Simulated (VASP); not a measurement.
# La (Fd-3m) in VASP: further runs, part 2 of 2

VASP 6.6.1. Earlier steps stand in the parts before.

### 4 Single point, PBE

This run uses another cell than the first one, of 30.57 Å³/atom.

Contents of INCAR:

```
SYSTEM = La
ALGO = Normal
EDIFF = 1E-6
ENCUT = 500
GGA = PE
GGA_COMPAT = .FALSE.
ISIF = 2
ISMEAR = -1
LASPH = .TRUE.
LCHARG = .TRUE.
LELF = .TRUE.
LMAXMIX = 6
LREAL = .FALSE.
LVHAR = .TRUE.
LWAVE = .FALSE.
NBANDS = 18
NELM = 200
PREC = Accurate
SIGMA = 0.05
```

Contents of KPOINTS:

```
k-points
0
G
  5 5 5
  0 0 0
```

Contents of POSCAR:

```
La
1.0
    0.0000000000      3.1266910169      3.1266910169
    3.1266910169      0.0000000000      3.1266910169
    3.1266910169      3.1266910169      0.0000000000
La
2
Direct
    1.0000000000      1.0000000000      1.0000000000
    0.2500000000      0.2500000000      0.2500000000
```

Potentials or basis: VASP PAW PBE potentials, release 64 (La).

Command:

```
$ cat potpaw_PBE.64/La/POTCAR > POTCAR
$ mpirun -np 1 vasp_std > vasp.out
```

OUTCAR:

```text
SYSTEM = La
   EDIFF = 1E-6
   ENCUT = 500
   GGA = PE
   ISIF = 2
   ISMEAR = -1
   LASPH = .TRUE.
   LREAL = .FALSE.
   NELM = 200
   PREC = Accurate

 ion  position               nearest neighbor table
   1  0.000  0.000  0.000-   2 2.71   2 2.71   2 2.71   2 2.71
   2  0.250  0.250  0.250-   1 2.71   1 2.71   1 2.71   1 2.71

  LATTYP: Found a face centered cubic cell.
 ALAT       =     6.2533820338

  Lattice vectors:

 A1 = (   0.0000000000,   3.1266910169,   3.1266910169)
 A2 = (   3.1266910169,   0.0000000000,   3.1266910169)
 A3 = (   3.1266910169,   3.1266910169,   0.0000000000)

Analysis of symmetry for initial positions (statically):
=====================================================================
 Subroutine PRICEL returns:
 Original cell was already a primitive cell.

 Routine SETGRP: Setting up the symmetry group for a
 face centered cubic supercell.

 Subroutine GETGRP returns: Found 48 space group operations
 (whereof 24 operations were pure point group operations)
 out of a pool of 48 trial point group operations.

The static configuration has the point symmetry T_d .
 The point group associated with its full space group is O_h .

Analysis of symmetry for dynamics (positions and initial velocities):
=====================================================================
 Subroutine PRICEL returns:
 Original cell was already a primitive cell.

 Routine SETGRP: Setting up the symmetry group for a
 face centered cubic supercell.

 Subroutine GETGRP returns: Found 48 space group operations
 (whereof 24 operations were pure point group operations)
 out of a pool of 48 trial point group operations.

The dynamic configuration has the point symmetry T_d .
 The point group associated with its full space group is O_h .

 Subroutine INISYM returns: Found 48 space group operations
 (whereof 24 operations are pure point group operations),
[... 95 lines left out ...]
   EFERMI =   0.00;   METHOD = LEGACY
   ISMEAR =    -1;   SIGMA  =   0.05  broadening in eV -4-tet -1-fermi 0-gaus
   EFERMI_NEDOS =   21; number of points for ismear=-14 and -15
   IALGO  =     38    algorithm
   IMIX   =      4    mixing-type and parameters
     AMIX     =   0.40;   BMIX     =  1.00
     AMIX_MAG =   1.60;   BMIX_MAG =  1.00
  volume/ion in A,a.u.               =      30.57       206.28
  Fermi-wavevector in a.u.,A,eV,Ry     =   1.164450  2.200491 18.448728  1.355943
  Thomas-Fermi vector in A             =   2.300988
   LORBIT       =      0    0 simple, 1 ext, 2 COOP (PROOUT), +10 PAW based schemes
   GGA     = PE    functional components
   LHFCALC =     F    Hartree Fock is set to
   AEXX    =    0.0000 exact exchange contribution
   IVDW    =     0    specifies the selected vdW correction
   LEPSILON=     F    determine dielectric tensor
   LRPA    =     F    only Hartree local field effects (RPA)
 non-spin polarized calculation
  energy-cutoff  :      500.00
  volume of cell :       61.13
 maximum number of plane-waves:      1562
   NGX = 17   NGY = 17   NGZ = 17

 number of electron      21.9999998 magnetization

 Free energy of the ion-electron system (eV)
  ---------------------------------------------------
  ext. energy  EPLUGINS =         0.00000000
  ---------------------------------------------------
  free energy    TOTEN  =        -7.23963938 eV

  energy without entropy =       -7.22919701  energy(sigma->0) =       -7.23441819

 E-fermi :   9.3536     XC(G=0): -10.0999

 val. band max:        9.0494584175   @ k =  -0.4000   0.4000   0.2000
 cond. band min:       9.3821752932   @ k =   0.4000   0.4000   0.0000
 fundamental gap:      0.3327168758
 Fermi energy:         9.3535889936

 k-point     1 :       0.0000    0.0000    0.0000
  band No.  band energies     occupation
      1     -24.4841      2.00000
      2     -21.5865      2.00000
      3      -8.6585      2.00000
      4      -8.6585      2.00000
      5      -8.6585      2.00000
      6      -5.7302      2.00000
[... 187 lines left out ...]
      5      -7.4234      2.00000
      6      -6.3597      2.00000
[... 10 lines left out ...]
     17      11.3978      0.00000
     18      11.5854      0.00000

------------------------ aborting loop because EDIFF is reached ----------------------------------------

  FORCE on cell =-STRESS in cart. coord.  units (eV):
  Direction    XX          YY          ZZ          XY          YZ          ZX
  --------------------------------------------------------------------------------------
  -------------------------------------------------------------------------------------
  Total        5.7356706      5.7356706      5.7356706     -0.0000000     -0.0000000      0.0000000
  in kB      150.3176193    150.3176193    150.3176193     -0.0000000     -0.0000000      0.0000000
  external PRESSURE =     150.3176193 kB  Pullay stress =       0.0000000 kB

 VOLUME and BASIS-vectors are now :
 -----------------------------------------------------------------------------
  energy-cutoff  :      500.00
  volume of cell :       61.13
      direct lattice vectors                 reciprocal lattice vectors
     0.000000000  3.126691017  3.126691017    -0.159913467  0.159913467  0.159913467
     3.126691017  0.000000000  3.126691017     0.159913467 -0.159913467  0.159913467
     3.126691017  3.126691017  0.000000000     0.159913467  0.159913467 -0.159913467

 POSITION                                       TOTAL-FORCE (eV/Angst)
 -----------------------------------------------------------------------------------
      0.00000      0.00000      0.00000         0.000000      0.000000      0.000000
      1.56335      1.56335      1.56335        -0.000000     -0.000000     -0.000000
 -----------------------------------------------------------------------------------
    total drift:                               -0.000000     -0.000000      0.000000

  FREE ENERGIE OF THE ION-ELECTRON SYSTEM (eV)
  ---------------------------------------------------
  free  energy   TOTEN  =        -7.2396393814 eV

  energy  without entropy=       -7.2291970072  energy(sigma->0) =       -7.23441819
```

OSZICAR:

```text
N       E                     dE             d eps       ncg     rms          rms(c)
DAV:   1     0.257063243491E+03    0.25706E+03   -0.75594E+03   360   0.175E+03
DAV:   2     0.310667278504E+02   -0.22600E+03   -0.22160E+03   512   0.305E+02
DAV:   3    -0.422037978584E+01   -0.35287E+02   -0.34626E+02   602   0.146E+02
DAV:   4    -0.779274085477E+01   -0.35724E+01   -0.35288E+01   710   0.428E+01
DAV:   5    -0.799265206488E+01   -0.19991E+00   -0.19926E+00   576   0.103E+01    0.875E+00
DAV:   6    -0.737705081775E+01    0.61560E+00   -0.15437E+00   720   0.113E+01    0.565E+00
DAV:   7    -0.725127738910E+01    0.12577E+00   -0.39441E-01   712   0.448E+00    0.164E+00
DAV:   8    -0.723934096383E+01    0.11936E-01   -0.44584E-02   624   0.222E+00    0.165E-01
DAV:   9    -0.723959871044E+01   -0.25775E-03   -0.38695E-03   720   0.560E-01    0.770E-02
DAV:  10    -0.723963851939E+01   -0.39809E-04   -0.34318E-04   704   0.179E-01    0.184E-02
DAV:  11    -0.723963815713E+01    0.36226E-06   -0.24196E-05   720   0.334E-02    0.613E-03
DAV:  12    -0.723963944515E+01   -0.12880E-05   -0.16718E-06   480   0.116E-02    0.381E-03
DAV:  13    -0.723963938145E+01    0.63705E-07   -0.27613E-07   440   0.113E-02
   1 F= -.72396394E+01 E0= -.72344182E+01  d E =-.104424E-01
```

stdout:

```text
POSCAR found type information on POSCAR La
 POSCAR found :  1 types and       2 ions
 scaLAPACK will be used
 LDA part: xc-table for (Slater+PW92), standard interpolation
 POSCAR, INCAR and KPOINTS ok, starting setup
 FFT: planning ... GRIDC
 FFT: planning ... GRID_SOFT
 FFT: planning ... GRID
 WAVECAR not read
 entering main loop
```

It took 8.9 s on 1 thread of Intel Xeon 6975P-C (Granite Rapids), shared host; peak memory 0.17 GiB.

What came out:

* Free energy: -7.2396 eV
* Pressure: 15.0 GPa
* Band gap on the k mesh: zero (filled and empty bands touch)

Caveat: the cell stands under pressure; spin-orbit coupling is left out, which moves the levels of the heavy elements.

### 5 The runs side by side

```csv
cell,gap on the mesh (eV),pressure (GPa)
"a = 4.166 Å, angles 60.0°, 2 atoms",none,45.3
"a = 4.271 Å, angles 60.0°, 2 atoms",none,30.2
"a = 4.422 Å, angles 60.0°, 2 atoms",none,15.0
```

Alike in all rows: task single point; level PBE; potentials or basis VASP PAW PBE potentials, release 64 (La); no spin polarisation; k mesh 5 × 5 × 5; cutoff (eV) 500; smearing fermi-dirac 0.05 eV.

Caveats: some runs use coarse meshes; spin-orbit coupling is left out, which moves the levels of the heavy elements; the cell stands under pressure (at least some runs).

Absolute energies hang on the potentials; compare differences alone.
